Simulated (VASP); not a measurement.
# WS2 in VASP: settings compared

Aim: see how the results for WS2 move with the level of theory and the settings. Levels: PBE+D3(BJ), PBEsol. Tasks: single point.

Program: VASP 6.6.1. These are calculated values, not measurements. Logs are shortened: lines on timing, memory, paths and dates and some standing lists are left out, and cuts for length are marked.

## (1) The cell of the first run

The cell holds a slab with vacuum, 12 atoms: a = 3.155 Å, b = 3.155 Å, c = 33.682 Å, α = 90.00°, β = 90.00°, γ = 120.00°.

## (2) Single point, PBE+D3(BJ)

INCAR reads:

```
SYSTEM = WS2
ALGO = Normal
EDIFF = 1E-7
ENCUT = 520
GGA = PE
ISIF = 2
ISMEAR = -1
IVDW = 12
LASPH = .TRUE.
LCHARG = .FALSE.
LREAL = .FALSE.
LWAVE = .FALSE.
NBANDS = 64
NELM = 60
PREC = Accurate
SIGMA = 0.05
```

KPOINTS reads:

```
k-points
0
G
  7 7 1
  0 0 0
```

POSCAR reads:

```
WS2
1.0
    3.1553833194      0.0000000000      0.0000000000
   -1.5776916597      2.7326421133      0.0000000000
    0.0000000000      0.0000000000     33.6822865485
W S
4 8
Direct
    0.3333333333      0.6666666667      0.5900960178
    0.3333333333      0.6666666667      0.2295483799
    0.6666666667      0.3333333333      0.7704516201
    0.6666666667      0.3333333333      0.4099039822
    0.3333333333      0.6666666667      0.8172661734
    0.3333333333      0.6666666667      0.4566402494
    0.6666666667      0.3333333333      0.6368314394
    0.6666666667      0.3333333333      0.2763044477
    0.3333333333      0.6666666667      0.7236955523
    0.3333333333      0.6666666667      0.3631685606
    0.6666666667      0.3333333333      0.5433597506
    0.6666666667      0.3333333333      0.1827338266
```

Potentials or basis: VASP PAW PBE potentials, release 64 (W_sv, S).

Run with:

```sh
$ cat potpaw_PBE.64/W_sv/POTCAR potpaw_PBE.64/S/POTCAR > POTCAR
$ mpirun -np 1 vasp_std > vasp.out
```

OUTCAR:

```text
SYSTEM = WS2
   EDIFF = 1E-7
   ENCUT = 520
   GGA = PE
   ISIF = 2
   ISMEAR = -1
   IVDW = 12
   LASPH = .TRUE.
   LREAL = .FALSE.
   NELM = 60
   PREC = Accurate
 IVDW          = 12

 ion  position               nearest neighbor table
   1  0.333  0.667  0.590-   7 2.41   7 2.41   7 2.41  11 2.41  11 2.41  11 2.41
   2  0.333  0.667  0.230-   8 2.41   8 2.41   8 2.41  12 2.41  12 2.41  12 2.41
   3  0.667  0.333  0.770-   9 2.41   9 2.41   9 2.41   5 2.41   5 2.41   5 2.41
   4  0.667  0.333  0.410-  10 2.41  10 2.41  10 2.41   6 2.41   6 2.41   6 2.41
   5  0.333  0.667  0.817-   3 2.41   3 2.41   3 2.41
   6  0.333  0.667  0.457-   4 2.41   4 2.41   4 2.41
   7  0.667  0.333  0.637-   1 2.41   1 2.41   1 2.41
   8  0.667  0.333  0.276-   2 2.41   2 2.41   2 2.41
   9  0.333  0.667  0.724-   3 2.41   3 2.41   3 2.41
  10  0.333  0.667  0.363-   4 2.41   4 2.41   4 2.41
  11  0.667  0.333  0.543-   1 2.41   1 2.41   1 2.41
  12  0.667  0.333  0.183-   2 2.41   2 2.41   2 2.41

  LATTYP: Found a hexagonal cell.
 ALAT       =     3.1553833194
 C/A-ratio  =    10.6745466839

  Lattice vectors:

 A1 = (   3.1553833194,   0.0000000000,   0.0000000000)
 A2 = (  -1.5776916597,   2.7326421133,   0.0000000000)
 A3 = (   0.0000000000,   0.0000000000,  33.6822865485)

Analysis of symmetry for initial positions (statically):
=====================================================================
 Subroutine PRICEL returns:
 Original cell was already a primitive cell.

 Routine SETGRP: Setting up the symmetry group for a
 hexagonal supercell.

 Subroutine GETGRP returns: Found 12 space group operations
 (whereof 12 operations were pure point group operations)
 out of a pool of 24 trial point group operations.

The static configuration has the point symmetry D_3d.

Analysis of symmetry for dynamics (positions and initial velocities):
=====================================================================
 Subroutine PRICEL returns:
 Original cell was already a primitive cell.

 Routine SETGRP: Setting up the symmetry group for a
 hexagonal supercell.

 Subroutine GETGRP returns: Found 12 space group operations
 (whereof 12 operations were pure point group operations)
 out of a pool of 24 trial point group operations.

The dynamic configuration has the point symmetry D_3d.

 Subroutine INISYM returns: Found 12 space group operations
 (whereof 12 operations are pure point group operations),
 and found     1 'primitive' translations

----------------------------------------------------------------------------------------

                                     Primitive cell

  volume of cell :     290.4266

  direct lattice vectors                    reciprocal lattice vectors
     3.155383319  0.000000000  0.000000000     0.316918706  0.182973100  0.000000000
    -1.577691660  2.732642113  0.000000000     0.000000000  0.365946201  0.000000000
     0.000000000  0.000000000 33.682286549     0.000000000  0.000000000  0.029689196

  length of vectors
     3.155383319  3.155383319 33.682286549     0.365946201  0.365946201  0.029689196

  position of ions in fractional coordinates (direct lattice)
     0.333333333  0.666666667  0.590096018
     0.333333333  0.666666667  0.229548380
     0.666666667  0.333333333  0.770451620
     0.666666667  0.333333333  0.409903982
     0.333333333  0.666666667  0.817266173
     0.333333333  0.666666667  0.456640249
     0.666666667  0.333333333  0.636831439
     0.666666667  0.333333333  0.276304448
     0.333333333  0.666666667  0.723695552
     0.333333333  0.666666667  0.363168561
     0.666666667  0.333333333  0.543359751
     0.666666667  0.333333333  0.182733827

  ion indices of the primitive-cell ions
   primitive index   ion index
                 1           1
                 2           2
                 3           3
                 4           4
                 5           5
                 6           6
                 7           7
                 8           8
                 9           9
                10          10
                11          11
                12          12

----------------------------------------------------------------------------------------

 KPOINTS: k-points

Automatic generation of k-mesh.
 Grid dimensions read from file:
 generate k-points for:    7    7    1

 Generating k-lattice:

  Cartesian coordinates                     Fractional coordinates (reciprocal lattice)
     0.045274101  0.026139014  0.000000000     0.142857143  0.000000000  0.000000000
     0.000000000  0.052278029  0.000000000     0.000000000  0.142857143  0.000000000
     0.000000000  0.000000000  0.029689196     0.000000000  0.000000000  1.000000000

  Length of vectors
     0.052278029  0.052278029  0.029689196

  Shift w.r.t. Gamma in fractional coordinates (k-lattice)
     0.000000000  0.000000000  0.000000000

 Subroutine IBZKPT returns following result:
 ===========================================

 Found      8 irreducible k-points:

 Following reciprocal coordinates:
            Coordinates               Weight
  0.000000  0.000000  0.000000      1.000000
  0.142857  0.000000  0.000000      6.000000
  0.285714 -0.000000  0.000000      6.000000
  0.428571  0.000000  0.000000      6.000000
  0.142857  0.142857  0.000000      6.000000
  0.285714  0.142857  0.000000     12.000000
  0.428571  0.142857  0.000000      6.000000
  0.285714  0.285714  0.000000      6.000000
   k-points           NKPTS =      8   k-points in BZ     NKDIM =      8   number of bands    NBANDS=     64
   number of dos      NEDOS =    301   number of ions     NIONS =     12
   total plane-waves  NPLWV = 145152
   dimension x,y,z NGX =    24 NGY =   24 NGZ =  252
   dimension x,y,z NGXF=    48 NGYF=   48 NGZF=  504
   ions per type =               4   8
   NGX,Y,Z   is equivalent  to a cutoff of  12.64, 12.64, 12.44 a.u.
   NGXF,Y,Z  is equivalent  to a cutoff of  25.29, 25.29, 24.88 a.u.
 SYSTEM =  WS2
   PREC   = accura    normal or accurate (medium, high low for compatibility)
   ISTART =      0    job   : 0-new  1-cont  2-samecut
   ICHARG =      2    charge: 1-file 2-atom 10-const
   ISPIN  =      1    spin polarized calculation?
   LNONCOLLINEAR =      F non collinear calculations
   LSORBIT =      F    spin-orbit coupling
   LASPH  =      T    aspherical Exc in radial PAW
   ENCUT  =  520.0 eV  38.22 Ry    6.18 a.u.   5.87  5.87 62.63*2*pi/ulx,y,z
   NELM   =     60;   NELMIN=  2; NELMDL= -5     # of ELM steps
   EDIFF  = 0.1E-06   stopping-criterion for ELM
   LREAL  =      F    real-space projection
   EDIFFG = 0.1E-05   stopping-criterion for IOM
   NSW    =      0    number of steps for IOM
   IBRION =     -1    ionic relax: 0-MD 1-quasi-New 2-CG
   NFREE  =      0    steps in history (QN), initial steepest desc. (CG)
   ISIF   =      2    stress and relaxation
   ISYM   =      2    0-nonsym 1-usesym 2-fastsym
   POTIM  = 0.5000    time-step for ionic-motion
   TEBEG  =    0.0;   TEEND  =   0.0 temperature during run
   PSTRESS=    0.0 pullay stress
   NELECT =     104.0000    total number of electrons
   NUPDOWN=      -1.0000    fix difference up-down
   EMIN   =  10.00;   EMAX   =-10.00  energy-range for DOS
   EFERMI =   0.00;   METHOD = LEGACY
   ISMEAR =    -1;   SIGMA  =   0.05  broadening in eV -4-tet -1-fermi 0-gaus
   EFERMI_NEDOS =   21; number of points for ismear=-14 and -15
   IALGO  =     38    algorithm
   IMIX   =      4    mixing-type and parameters
     AMIX     =   0.40;   BMIX     =  1.00
     AMIX_MAG =   1.60;   BMIX_MAG =  1.00
  volume/ion in A,a.u.               =      24.20       163.32
  Fermi-wavevector in a.u.,A,eV,Ry     =   1.162538  2.196878 18.388198  1.351494
  Thomas-Fermi vector in A             =   2.299098
   LORBIT       =      0    0 simple, 1 ext, 2 COOP (PROOUT), +10 PAW based schemes
   GGA     = PE    functional components
   LHFCALC =     F    Hartree Fock is set to
   AEXX    =    0.0000 exact exchange contribution
   IVDW    =    12    specifies the selected vdW correction
   LEPSILON=     F    determine dielectric tensor
   LRPA    =     F    only Hartree local field effects (RPA)
 non-spin polarized calculation
  energy-cutoff  :      520.00
  volume of cell :      290.43
 maximum number of plane-waves:      7856
 NGX is ok and might be reduce to    24
   NGX = 11   NGY = 11   NGZ =125

 number of electron     103.9999987 magnetization

 Free energy of the ion-electron system (eV)
  ---------------------------------------------------
  ext. energy  EPLUGINS =         0.00000000
  ---------------------------------------------------
  free energy    TOTEN  =       -94.45466579 eV

  energy without entropy =      -94.45466446  energy(sigma->0) =      -94.45466512

 E-fermi :   4.6317     XC(G=0):  -8.2940

 val. band max:        4.1028138949   @ k =   0.0000   0.0000   0.0000
 cond. band min:       5.2512473344   @ k =   0.1429   0.1429   0.0000
 fundamental gap:      1.1484334395
 Fermi energy:         4.6317046631

 k-point     1 :       0.0000    0.0000    0.0000
  band No.  band energies     occupation
      1     -70.4852      2.00000
      2     -70.4852      2.00000
      3     -70.4830      2.00000
      4     -70.4829      2.00000
      5     -34.7410      2.00000
      6     -34.7410      2.00000
[... 56 lines left out ...]
     63       6.5558      0.00000
     64       6.5623      0.00000

 k-point     2 :       0.1429    0.0000    0.0000
  band No.  band energies     occupation
      1     -70.4816      2.00000
      2     -70.4816      2.00000
      3     -70.4794      2.00000
      4     -70.4794      2.00000
      5     -34.7284      2.00000
      6     -34.7283      2.00000
[... 391 lines left out ...]
     63       7.6058      0.00000
     64       7.7771      0.00000

 k-point     8 :       0.2857    0.2857    0.0000
  band No.  band energies     occupation
      1     -70.4647      2.00000
      2     -70.4647      2.00000
      3     -70.4624      2.00000
      4     -70.4624      2.00000
      5     -34.8590      2.00000
      6     -34.8590      2.00000
[... 56 lines left out ...]
     63       7.4184      0.00000
     64       7.4545      0.00000

------------------------ aborting loop because EDIFF is reached ----------------------------------------

 Edisp (eV)   -4.83197

 E8    (eV) :    -2.0620

  FORCE on cell =-STRESS in cart. coord.  units (eV):
  Direction    XX          YY          ZZ          XY          YZ          ZX
  --------------------------------------------------------------------------------------
  -------------------------------------------------------------------------------------
  Total      -0.02362    -0.02362    -0.05933    -0.00000    -0.00000    -0.00000
  in kB      -0.13030    -0.13030    -0.32732    -0.00000    -0.00000    -0.00000
  external pressure =       -0.20 kB  Pullay stress =        0.00 kB

 VOLUME and BASIS-vectors are now :
 -----------------------------------------------------------------------------
  energy-cutoff  :      520.00
  volume of cell :      290.43
      direct lattice vectors                 reciprocal lattice vectors
     3.155383319  0.000000000  0.000000000     0.316918706  0.182973100  0.000000000
    -1.577691660  2.732642113  0.000000000     0.000000000  0.365946201  0.000000000
     0.000000000  0.000000000 33.682286549     0.000000000  0.000000000  0.029689196

 POSITION                                       TOTAL-FORCE (eV/Angst)
 -----------------------------------------------------------------------------------
     -0.00000      1.82176     19.87578         0.000000     -0.000000     -0.001255
     -0.00000      1.82176      7.73171        -0.000000      0.000000     -0.002611
      1.57769      0.91088     25.95057         0.000000     -0.000000      0.002611
      1.57769      0.91088     13.80650         0.000000      0.000000      0.001255
     -0.00000      1.82176     27.52739        -0.000000     -0.000000      0.005132
     -0.00000      1.82176     15.38069         0.000000      0.000000      0.002836
      1.57769      0.91088     21.44994        -0.000000      0.000000      0.004111
      1.57769      0.91088      9.30657        -0.000000      0.000000      0.003755
     -0.00000      1.82176     24.37572        -0.000000     -0.000000     -0.003755
     -0.00000      1.82176     12.23235         0.000000     -0.000000     -0.004111
      1.57769      0.91088     18.30160        -0.000000      0.000000     -0.002836
      1.57769      0.91088      6.15489         0.000000      0.000000     -0.005132
 -----------------------------------------------------------------------------------
    total drift:                                0.000000     -0.000000      0.000000

  FREE ENERGIE OF THE ION-ELECTRON SYSTEM (eV)
  ---------------------------------------------------
  free  energy   TOTEN  =       -99.2866397944 eV

  energy  without entropy=      -99.2866384644  energy(sigma->0) =      -99.28663913
```

It took 4.4 min on 1 thread of Intel Xeon Platinum 8488C (Sapphire Rapids), shared host; peak memory 0.42 GiB.

What came out:

- Free energy: -99.2866 eV
- Largest force: 0.005 eV/Å
- Band gap on the k mesh: 1.15 eV, indirect (least direct gap 2.32 eV)
- Dispersion energy per atom: -0.403 eV

Forces on the atoms (eV/Å):
```
W    0.000  0.000 -0.001
W    0.000  0.000 -0.003
W    0.000  0.000  0.003
W    0.000  0.000  0.001
S    0.000  0.000  0.005
S    0.000  0.000  0.003
S    0.000  0.000  0.004
S    0.000  0.000  0.004
S    0.000  0.000 -0.004
S    0.000  0.000 -0.004
S    0.000  0.000 -0.003
S    0.000  0.000 -0.005
```

Levels at points of the mesh, in eV from the valence-band top:
```
           k point  band 50  band 51  band 52  band 53  band 54  band 55
(0.00, 0.00, 0.00)    -0.57    -0.21     0.00     2.32     2.32     2.32
```

Caveat: spin-orbit coupling is left out, which moves the levels of the heavy elements.

## (3) Single point, PBEsol

This run uses another cell than the first one, of 24.73 Å³/atom, 1.022 times its volume.

INCAR reads:

```
PREC = Accurate ; ENCUT = 520
EDIFF = 1E-6 ; ISMEAR = -1
SIGMA = 0.05 ; LREAL = False
LASPH = True ; NELM = 80
ALGO = Normal ; ISIF = 2
LWAVE = False ; LCHARG = False
GGA = PS ; NBANDS = 64
```

KPOINTS reads:

```
regular mesh
0
Gamma
  10 10 1
```

POSCAR reads:

```
WS2
1.0
    3.1458519560      0.0000000000      0.0000000000
   -1.5729259780      2.7243877105      0.0000000000
    0.0000000000      0.0000000000     34.6325778058
W S
4 8
Direct
    0.3333333333      0.6666666667      0.5917331454
    0.3333333333      0.6666666667      0.2249195232
    0.6666666667      0.3333333333      0.7750804768
    0.6666666667      0.3333333333      0.4082668546
    0.3333333333      0.6666666667      0.8203076924
    0.3333333333      0.6666666667      0.4535277397
    0.6666666667      0.3333333333      0.6369951587
    0.6666666667      0.3333333333      0.2701846829
    0.3333333333      0.6666666667      0.7298153171
    0.3333333333      0.6666666667      0.3630048413
    0.6666666667      0.3333333333      0.5464722603
    0.6666666667      0.3333333333      0.1796923076
```

Potentials or basis: VASP PAW PBE potentials, release 64 (W_sv, S).

Run with:

```sh
$ cat potpaw_PBE.64/W_sv/POTCAR potpaw_PBE.64/S/POTCAR > POTCAR
$ mpirun -np 1 vasp_std > vasp.out
```

OUTCAR:

```text
PREC = Accurate
   ENCUT = 520
   EDIFF = 1E-6
   ISMEAR = -1
   LREAL = False
   LASPH = True
   NELM = 80
   ISIF = 2
   GGA = PS

 ion  position               nearest neighbor table
   1  0.333  0.667  0.592-  11 2.40  11 2.40  11 2.40   7 2.40   7 2.40   7 2.40
   2  0.333  0.667  0.225-  12 2.40  12 2.40  12 2.40   8 2.40   8 2.40   8 2.40
   3  0.667  0.333  0.775-   5 2.40   5 2.40   5 2.40   9 2.40   9 2.40   9 2.40
   4  0.667  0.333  0.408-   6 2.40   6 2.40   6 2.40  10 2.40  10 2.40  10 2.40
   5  0.333  0.667  0.820-   3 2.40   3 2.40   3 2.40
   6  0.333  0.667  0.454-   4 2.40   4 2.40   4 2.40
   7  0.667  0.333  0.637-   1 2.40   1 2.40   1 2.40
   8  0.667  0.333  0.270-   2 2.40   2 2.40   2 2.40
   9  0.333  0.667  0.730-   3 2.40   3 2.40   3 2.40
  10  0.333  0.667  0.363-   4 2.40   4 2.40   4 2.40
  11  0.667  0.333  0.546-   1 2.40   1 2.40   1 2.40
  12  0.667  0.333  0.180-   2 2.40   2 2.40   2 2.40

  LATTYP: Found a hexagonal cell.
 ALAT       =     3.1458519560
 C/A-ratio  =    11.0089661847

  Lattice vectors:

 A1 = (   3.1458519560,   0.0000000000,   0.0000000000)
[... 1128 lines left out ...]
     63       7.2522      0.00000
     64       7.2885      0.00000

------------------------ aborting loop because EDIFF is reached ----------------------------------------

  FORCE on cell =-STRESS in cart. coord.  units (eV):
  Direction    XX          YY          ZZ          XY          YZ          ZX
  --------------------------------------------------------------------------------------
  -------------------------------------------------------------------------------------
  Total        0.1905313      0.1905313      0.2145913      0.0000000      0.0000000     -0.0000000
  in kB        1.0284539      1.0284539      1.1583255      0.0000000      0.0000000     -0.0000000
  external PRESSURE =       1.0717444 kB  Pullay stress =       0.0000000 kB

 VOLUME and BASIS-vectors are now :
 -----------------------------------------------------------------------------
  energy-cutoff  :      520.00
  volume of cell :      296.82
      direct lattice vectors                 reciprocal lattice vectors
     3.145851956  0.000000000  0.000000000     0.317878913  0.183527476  0.000000000
    -1.572925978  2.724387710  0.000000000     0.000000000  0.367054952  0.000000000
     0.000000000  0.000000000 34.632577806     0.000000000  0.000000000  0.028874547

 POSITION                                       TOTAL-FORCE (eV/Angst)
 -----------------------------------------------------------------------------------
     -0.00000      1.81626     20.49324        -0.000000      0.000000      0.000465
     -0.00000      1.81626      7.78954        -0.000000      0.000000      0.001669
      1.57293      0.90813     26.84303         0.000000     -0.000000     -0.001669
      1.57293      0.90813     14.13933         0.000000      0.000000     -0.000465
     -0.00000      1.81626     28.40937         0.000000      0.000000      0.027877
     -0.00000      1.81626     15.70683         0.000000      0.000000      0.024945
      1.57293      0.90813     22.06078        -0.000000      0.000000      0.024167
      1.57293      0.90813      9.35719         0.000000      0.000000      0.025200
     -0.00000      1.81626     25.27539        -0.000000      0.000000     -0.025200
     -0.00000      1.81626     12.57179         0.000000     -0.000000     -0.024167
      1.57293      0.90813     18.92574        -0.000000      0.000000     -0.024945
      1.57293      0.90813      6.22321        -0.000000      0.000000     -0.027877
 -----------------------------------------------------------------------------------
    total drift:                                0.000000     -0.000000      0.000000

  FREE ENERGIE OF THE ION-ELECTRON SYSTEM (eV)
  ---------------------------------------------------
  free  energy   TOTEN  =      -101.0781148087 eV

  energy  without entropy=     -101.0781146482  energy(sigma->0) =     -101.07811473
```

It took 8 min on 1 thread of Oxide Virtual Turin-like, shared host; peak memory 0.46 GiB.

Results:

```yaml
Free_energy: -101.0781 eV
Largest_force: 0.028 eV/Å
Band_gap_on_the_k_mesh: 1.34 eV, indirect (least direct gap 2.22 eV)
```

Forces on the atoms (eV/Å):
```
W    0.000  0.000  0.000
W    0.000  0.000  0.002
W    0.000  0.000 -0.002
W    0.000  0.000  0.000
S    0.000  0.000  0.028
S    0.000  0.000  0.025
S    0.000  0.000  0.024
S    0.000  0.000  0.025
S    0.000  0.000 -0.025
S    0.000  0.000 -0.024
S    0.000  0.000 -0.025
S    0.000  0.000 -0.028
```

Caveat: the PAW data sets were made with another functional, which shifts forces and pressure a little; spin-orbit coupling is left out, which moves the levels of the heavy elements.
